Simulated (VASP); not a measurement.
Write the native input for VASP 6.6.1 that does the following.

| Property | Result |
| --- | --- |
| Task | single point |
| Functional | LDA |
| Potentials or basis | VASP PAW LDA potentials, release 64 (Sn_d) |
| Cutoff | 520 eV |
| k mesh | 9 × 9 × 6 |
| Occupations | methfessel-paxton, width 0.1 eV |
| Spin | no spin polarisation |
| Dipole correction | no |
| Further INCAR settings | ALGO = Normal; EDIFF = 1e-06; NBANDS = 21; ISYM = 0 |

The structure of Sn lies in POSCAR:

```
Sn
1.0
   -2.9196440000      2.9196440000      1.5938000000
    2.9196440000     -2.9196440000      1.5938000000
    2.9196440000      2.9196440000     -1.5938000000
Sn
2
Direct
    0.0000000000      0.0000000000      0.0000000000
    0.7500000000      0.2500000000      0.5000000000
```

These files were run (other wordings do the same):

INCAR

```
SYSTEM = Sn
PREC = Accurate ; ENCUT = 520
EDIFF = 1E-6 ; ISMEAR = 1
SIGMA = 0.1 ; LREAL = .False.
LASPH = .True. ; NELM = 100
ALGO = Normal ; ISIF = 2
LWAVE = .False. ; LCHARG = .False.
NBANDS = 21 ; ISYM = 0
```

KPOINTS

```
Automatic mesh
0
Gamma
  9 9 6
  0 0 0
```

Potentials or basis: VASP PAW LDA potentials, release 64 (Sn_d).

Run with:

```console
$ cat potpaw_LDA.64/Sn_d/POTCAR > POTCAR
$ mpirun -np 1 vasp_std > vasp.out
```

It gave:

- Pressure: -2.0 GPa
- Largest force: 0.021 eV/Å
- Band gap on the k mesh: zero (bands 14 and 15 overlap by 4.35 eV)

Caveat: spin-orbit coupling is left out, which moves the levels of the heavy elements.

Run time: 4.3 min on 1 thread of Intel Xeon 8259CL, with other jobs on the host, peak memory 0.33 GiB.
